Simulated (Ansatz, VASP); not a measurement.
# Ge in VASP and in Ansatz

```
Ge
1.0
     2.74915    0.00000    0.00000
     0.00000    2.74915    0.00000
     0.00000    0.00000    2.74915
Ge
1
Direct
  0.00000 0.00000 0.00000
```

Alike in both runs: task relaxation of cell and atoms; functional PBE; k mesh 11 × 11 × 11; occupations fermi-dirac, width 0.1 eV; no spin polarisation.

```csv
,VASP,Ansatz
version,VASP 6.6.1,Ansatz 0.2.0
potentials or method,"VASP PAW PBE potentials, release 64 (Ge_d), cutoff 500 eV","plane waves (420 eV) with PAW, scalar-relativistic"
valence electrons in the cell,14,14
```

|  | VASP | Ansatz | Ansatz less VASP |
| --- | --- | --- | --- |
| relaxed volume (Å³/atom) | 19.99 | 19.99 | 0.000 |
| relaxed cell length with the largest relative difference (Å) | 2.714 | 2.714 | 0.0000 |
